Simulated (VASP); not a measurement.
CsOs3:

```
CELL_PARAMETERS angstrom
4.37013 0.00000 0.00000
0.00000 4.37013 0.00000
0.00000 0.00000 4.37013
ATOMIC_POSITIONS crystal
Cs 0.00000 0.00000 0.00000
Os 0.00000 0.50000 0.50000
Os 0.50000 0.00000 0.50000
Os 0.50000 0.50000 0.00000
```

```yaml
Program: VASP 6.6.1
Task: relaxation of cell and atoms
Functional: PBE
Potentials_or_basis: VASP PAW PBE potentials, release 64 (Cs_sv, Os)
Cutoff: 600 eV
k_mesh: 4 × 4 × 4
Occupations: gaussian, width 0.1 eV
Spin: no spin polarisation
```

At the start: pressure -16.8 GPa; volume 20.87 Å³/atom.

Question: How do energy, volume and symmetry change on relaxing?

Answer: Over 4 steps the energy falls by 196.0 meV/atom and the volume is 17.79 Å³/atom (-14.7 %); space group Pm-3m (No. 221, to 0.1 Å) before and after.

Step by step:
```tsv
step	energy change (eV)	largest force (eV/Å)	pressure (GPa)	volume (Å³)
1	0.0000	0.0000	-16.84	83.46
2	0.5837	0.0000	46.50	59.68
3	-0.7826	0.0000	-0.99	71.48
4	-0.7838	0.0000	-0.28	71.17
```

Final structure:
```xyz
4
Lattice="4.1442 0.0000 0.0000 0.0000 4.1442 0.0000 0.0000 0.0000 4.1442" Properties=species:S:1:pos:R:3 pbc="T T T"
Cs    0.0000    0.0000    0.0000
Os    0.0000    2.0721    2.0721
Os    2.0721    0.0000    2.0721
Os    2.0721    2.0721    0.0000
```
